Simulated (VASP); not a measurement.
Input of a VASP 6.6.1 run:

Contents of INCAR:

```
PREC = Accurate
ENCUT = 520
EDIFF = 1E-7
ISMEAR = -1
SIGMA = 0.05
LREAL = False
LASPH = True
NELM = 80
ALGO = Normal
ISIF = 2
LWAVE = False
LCHARG = False
GGA = PS
IVDW = 12
NBANDS = 22
```

KPOINTS

```
Automatic mesh
0
Gamma
  9 9 9
```

POSCAR

```
GeCN2
1.0
    1.7937903697      1.0356453528      4.9219572124
   -1.7937903697      1.0356453528      4.9219572124
    0.0000000000     -2.0712907056      4.9219572124
Ge N C
1 2 1
Direct
    0.0000000000      0.0000000000      0.0000000000
    0.5839044000      0.5839044000      0.5839044000
    0.4160956000      0.4160956000      0.4160956000
    0.5000000000      0.5000000000      0.5000000000
```

Potentials or basis: VASP PAW PBE potentials, release 64 (Ge_d, N, C).

Run with:

```sh
$ cat potpaw_PBE.64/Ge_d/POTCAR potpaw_PBE.64/N/POTCAR potpaw_PBE.64/C/POTCAR > POTCAR
$ mpirun -np 1 vasp_std > vasp.out
```

(1) Estimate the dispersion energy per atom.

(2) What does it give for the band gap on the k mesh?

(3) Predict the pressure.

## Answers

(1) -0.134 eV.

(2) 1.00 eV, indirect (least direct gap 1.82 eV).

(3) -0.4 GPa.

Caveat: three body term missing; the PAW data sets were made with another functional, which shifts forces and pressure a little.
